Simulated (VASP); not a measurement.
# AlN (Fm-3m) in VASP: further runs

The runs below take AlN through single point, with PBE.

All numbers are computed with VASP 6.6.1; they aren't measurements. Logs are shortened: lines on timing, memory, paths and dates and some standing lists are left out, and cuts for length are marked.

### 1 The cell of the first run

It takes space group Fm-3m (No. 225, cubic). Conventional cell: a = 3.949 Å, b = 3.949 Å, c = 3.949 Å, α = 90.00°, β = 90.00°, γ = 90.00°. Al (site symmetry m-3m) has 6 N at 1.97 Å within 2.6 Å. Within 2.6 Å of N (site symmetry m-3m) lie 6 Al at 1.97 Å.

### 2 Single point, PBE (strained)

Input file INCAR:

```
PREC = Accurate
ENCUT = 520
EDIFF = 1E-6
ISMEAR = 0
SIGMA = 0.02
LREAL = False
LASPH = True
NELM = 60
ALGO = Normal
ISIF = 2
LWAVE = False
LCHARG = False
GGA = PE
NBANDS = 11
```

Input file KPOINTS:

```
regular mesh
0
Gamma
  10 10 10
```

Input file POSCAR:

```
AlN
1.0
    0.0000000000      1.9745810997      1.9745810997
    1.9745810997      0.0000000000      1.9745810997
    1.9745810997      1.9745810997      0.0000000000
Al N
1 1
Direct
    0.5000000000      0.5000000000      0.5000000000
    0.0000000000      0.0000000000      0.0000000000
```

Potentials or basis: VASP PAW PBE potentials, release 64 (Al, N).

The run is started by

```sh
$ cat potpaw_PBE.64/Al/POTCAR potpaw_PBE.64/N/POTCAR > POTCAR
$ mpirun -np 1 vasp_std > vasp.out
```

OUTCAR:

```text
PREC = Accurate
   ENCUT = 520
   EDIFF = 1E-6
   ISMEAR = 0
   LREAL = False
   LASPH = True
   NELM = 60
   ISIF = 2
   GGA = PE

 ion  position               nearest neighbor table
   1  0.500  0.500  0.500-   2 1.97   2 1.97   2 1.97   2 1.97   2 1.97   2 1.97
   2  0.000  0.000  0.000-   1 1.97   1 1.97   1 1.97   1 1.97   1 1.97   1 1.97

  LATTYP: Found a face centered cubic cell.
 ALAT       =     3.9491621994

  Lattice vectors:

 A1 = (   0.0000000000,   1.9745810997,   1.9745810997)
 A2 = (   1.9745810997,   0.0000000000,   1.9745810997)
 A3 = (   1.9745810997,   1.9745810997,   0.0000000000)

Analysis of symmetry for initial positions (statically):
=====================================================================
 Subroutine PRICEL returns:
 Original cell was already a primitive cell.

 Routine SETGRP: Setting up the symmetry group for a
 face centered cubic supercell.

 Subroutine GETGRP returns: Found 48 space group operations
 (whereof 48 operations were pure point group operations)
 out of a pool of 48 trial point group operations.

The static configuration has the point symmetry O_h .

Analysis of symmetry for dynamics (positions and initial velocities):
=====================================================================
 Subroutine PRICEL returns:
 Original cell was already a primitive cell.

 Routine SETGRP: Setting up the symmetry group for a
 face centered cubic supercell.

 Subroutine GETGRP returns: Found 48 space group operations
 (whereof 48 operations were pure point group operations)
 out of a pool of 48 trial point group operations.

The dynamic configuration has the point symmetry O_h .

 Subroutine INISYM returns: Found 48 space group operations
 (whereof 48 operations are pure point group operations),
 and found     1 'primitive' translations

----------------------------------------------------------------------------------------

                                     Primitive cell

  volume of cell :      15.3977

  direct lattice vectors                    reciprocal lattice vectors
     0.000000000  1.974581100  1.974581100    -0.253218265  0.253218265  0.253218265
     1.974581100  0.000000000  1.974581100     0.253218265 -0.253218265  0.253218265
     1.974581100  1.974581100  0.000000000     0.253218265  0.253218265 -0.253218265

  length of vectors
     2.792479371  2.792479371  2.792479371     0.438586900  0.438586900  0.438586900

  position of ions in fractional coordinates (direct lattice)
     0.500000000  0.500000000  0.500000000
     0.000000000  0.000000000  0.000000000

  ion indices of the primitive-cell ions
   primitive index   ion index
                 1           1
[... 85 lines left out ...]
   NUPDOWN=      -1.0000    fix difference up-down
   EMIN   =  10.00;   EMAX   =-10.00  energy-range for DOS
   EFERMI =   0.00;   METHOD = LEGACY
   ISMEAR =     0;   SIGMA  =   0.02  broadening in eV -4-tet -1-fermi 0-gaus
   EFERMI_NEDOS =   21; number of points for ismear=-14 and -15
   IALGO  =     38    algorithm
   IMIX   =      4    mixing-type and parameters
     AMIX     =   0.40;   BMIX     =  1.00
     AMIX_MAG =   1.60;   BMIX_MAG =  1.00
  volume/ion in A,a.u.               =       7.70        51.95
  Fermi-wavevector in a.u.,A,eV,Ry     =   1.316093  2.487055 23.566655  1.732100
  Thomas-Fermi vector in A             =   2.446229
   LORBIT       =      0    0 simple, 1 ext, 2 COOP (PROOUT), +10 PAW based schemes
   GGA     = PE    functional components
   LHFCALC =     F    Hartree Fock is set to
   AEXX    =    0.0000 exact exchange contribution
   IVDW    =     0    specifies the selected vdW correction
   LEPSILON=     F    determine dielectric tensor
   LRPA    =     F    only Hartree local field effects (RPA)
 non-spin polarized calculation
 Gauss-broadening in eV      SIGMA  =   0.02
  energy-cutoff  :      520.00
  volume of cell :       15.40
 maximum number of plane-waves:       424
 NGX is ok and might be reduce to    24
   NGX = 11   NGY = 11   NGZ = 11

 number of electron       8.0000000 magnetization

 Free energy of the ion-electron system (eV)
  ---------------------------------------------------
  ext. energy  EPLUGINS =         0.00000000
  ---------------------------------------------------
  free energy    TOTEN  =       -14.43152649 eV

  energy without entropy =      -14.43152649  energy(sigma->0) =      -14.43152649

 E-fermi :  11.0168     XC(G=0): -12.6203

 val. band max:       10.9071369230   @ k =   0.0000   0.0000   0.0000
 cond. band min:      16.0826611562   @ k =   0.5000   0.5000   0.0000
 fundamental gap:      5.1755242332
 Fermi energy:        11.0167674908

 k-point     1 :       0.0000    0.0000    0.0000
  band No.  band energies     occupation
      1      -7.3049      2.00000
      2      10.9071      2.00000
      3      10.9071      2.00000
      4      10.9071      2.00000
      5      17.6432      0.00000
      6      23.3001      0.00000
      7      23.3001      0.00000
      8      23.3001      0.00000
      9      28.6361      0.00000
     10      29.2225      0.00000
     11      29.2225      0.00000
[... 309 lines left out ...]
 k-point    24 :       0.4000    0.3000    0.0000
  band No.  band energies     occupation
      1      -4.0537      2.00000
      2       4.7663      2.00000
      3       7.9112      2.00000
      4       8.4646      2.00000
      5      17.3561      0.00000
      6      18.2491      0.00000
      7      23.9524      0.00000
      8      27.4144      0.00000
      9      28.2722      0.00000
     10      33.5392      0.00000
     11      36.8010      0.00000

 [... further k-points ...]

------------------------ aborting loop because EDIFF is reached ----------------------------------------

  FORCE on cell =-STRESS in cart. coord.  units (eV):
  Direction    XX          YY          ZZ          XY          YZ          ZX
  --------------------------------------------------------------------------------------
  -------------------------------------------------------------------------------------
  Total        2.5994874      2.5994874      2.5994874     -0.0000000      0.0000000      0.0000000
  in kB      270.4851189    270.4851189    270.4851189     -0.0000000      0.0000000      0.0000000
  external PRESSURE =     270.4851189 kB  Pullay stress =       0.0000000 kB

 VOLUME and BASIS-vectors are now :
 -----------------------------------------------------------------------------
  energy-cutoff  :      520.00
  volume of cell :       15.40
      direct lattice vectors                 reciprocal lattice vectors
     0.000000000  1.974581100  1.974581100    -0.253218265  0.253218265  0.253218265
     1.974581100  0.000000000  1.974581100     0.253218265 -0.253218265  0.253218265
     1.974581100  1.974581100  0.000000000     0.253218265  0.253218265 -0.253218265

 POSITION                                       TOTAL-FORCE (eV/Angst)
 -----------------------------------------------------------------------------------
      1.97458      1.97458      1.97458        -0.000000     -0.000000      0.000000
      0.00000      0.00000      0.00000         0.000000      0.000000     -0.000000
 -----------------------------------------------------------------------------------
    total drift:                                0.000000     -0.000000     -0.000000

  FREE ENERGIE OF THE ION-ELECTRON SYSTEM (eV)
  ---------------------------------------------------
  free  energy   TOTEN  =       -14.4315264935 eV

  energy  without entropy=      -14.4315264935  energy(sigma->0) =      -14.43152649
```

OSZICAR:

```text
N       E                     dE             d eps       ncg     rms          rms(c)
DAV:   1     0.665559163189E+01    0.66556E+01   -0.41051E+03  1066   0.674E+02
DAV:   2    -0.156997982758E+02   -0.22355E+02   -0.20938E+02  1308   0.127E+02
DAV:   3    -0.162459800946E+02   -0.54618E+00   -0.54528E+00  1250   0.178E+01
DAV:   4    -0.162476992379E+02   -0.17191E-02   -0.17190E-02  1142   0.107E+00
DAV:   5    -0.162477116607E+02   -0.12423E-04   -0.12423E-04  1238   0.919E-02    0.790E+00
DAV:   6    -0.144604423179E+02    0.17873E+01   -0.71465E+00  1127   0.147E+01    0.287E+00
DAV:   7    -0.144367427209E+02    0.23700E-01   -0.23144E-01  1162   0.338E+00    0.187E+00
DAV:   8    -0.144318341049E+02    0.49086E-02   -0.15001E-02  1094   0.106E+00    0.358E-01
DAV:   9    -0.144314800854E+02    0.35402E-03   -0.14186E-03  1172   0.234E-01    0.162E-01
DAV:  10    -0.144315336452E+02   -0.53560E-04   -0.14014E-04  1136   0.853E-02    0.515E-02
DAV:  11    -0.144315267385E+02    0.69067E-05   -0.23071E-05  1184   0.276E-02    0.790E-03
DAV:  12    -0.144315264935E+02    0.24494E-06   -0.70065E-07   598   0.719E-03
   1 F= -.14431526E+02 E0= -.14431526E+02  d E =-.302122E-17
```

stdout:

```text
POSCAR found type information on POSCAR AlN
 POSCAR found :  2 types and       2 ions
 scaLAPACK will be used
 LDA part: xc-table for (Slater+PW92), standard interpolation
 POSCAR, INCAR and KPOINTS ok, starting setup
 FFT: planning ... GRIDC
 FFT: planning ... GRID_SOFT
 FFT: planning ... GRID
 WAVECAR not read
 entering main loop
```

Run time: 11 s. Hardware: 1 thread of AMD EPYC 7R13, shared host; peak memory 0.11 GiB.

What came out:

- Free energy: -14.4315 eV
- Pressure: 27.0 GPa
- Band gap on the k mesh: 5.18 eV, indirect (least direct gap 6.74 eV)

Caveat: the cell differs from its parent crystal (strained).

### 3 Single point, PBE (strained)

Input file INCAR:

```
SYSTEM = AlN
PREC     = Accurate       ! precision mode
ENCUT    = 520            ! plane-wave cutoff, eV
EDIFF    = 1E-6           ! SCF threshold, eV
ISMEAR   = 0              ! smearing method
SIGMA    = 0.02           ! smearing width, eV
LREAL    = .False.        ! projectors in reciprocal space
LASPH    = .True.         ! aspherical terms in the spheres
NELM     = 60             ! most SCF steps
ALGO     = Normal         ! electronic algorithm
ISIF     = 2              ! what is computed and relaxed
LWAVE    = .False.        ! write WAVECAR
LCHARG   = .False.        ! write CHGCAR
GGA      = PE             ! functional
NBANDS   = 11             ! bands
```

Input file KPOINTS:

```
regular mesh
0
Gamma
  10 10 10
  0 0 0
```

Input file POSCAR:

```
AlN
1.0
    0.0000000000      2.0194829120      2.0194829120
    2.0194829120      0.0000000000      2.0194829120
    2.0194829120      2.0194829120      0.0000000000
Al N
1 1
Direct
    0.5000000000      0.5000000000      0.5000000000
    0.0000000000      0.0000000000      0.0000000000
```

Potentials or basis: VASP PAW PBE potentials, release 64 (Al, N).

The run is started by

```sh
$ cat potpaw_PBE.64/Al/POTCAR potpaw_PBE.64/N/POTCAR > POTCAR
$ mpirun -np 1 vasp_std > vasp.out
```

It took 12 s on 1 thread of AMD EPYC 7R13, shared host; peak memory 0.1 GiB.

It converged, with:

* Free energy: -14.5390 eV
* Pressure: 5.9 GPa
* Band gap on the k mesh: 4.64 eV, indirect (least direct gap 5.72 eV)

Levels at points of the mesh, in eV from the valence-band top:
| k point | band 1 | band 2 | band 3 | band 4 | band 5 | band 6 | band 7 | band 8 |
| --- | --- | --- | --- | --- | --- | --- | --- | --- |
| (0.00, 0.00, 0.00) | -17.58 | 0.00 | 0.00 | 0.00 | 5.72 | 12.18 | 12.18 | 12.18 |
| (0.50, 0.00, 0.00) | -14.31 | -8.32 | -1.08 | -1.08 | 6.16 | 11.03 | 11.03 | 13.35 |
| (0.50, 0.50, 0.00) | -13.32 | -7.40 | -2.81 | -2.81 | 4.64 | 5.30 | 14.09 | 17.30 |

Caveat: the cell differs from its parent crystal (strained).
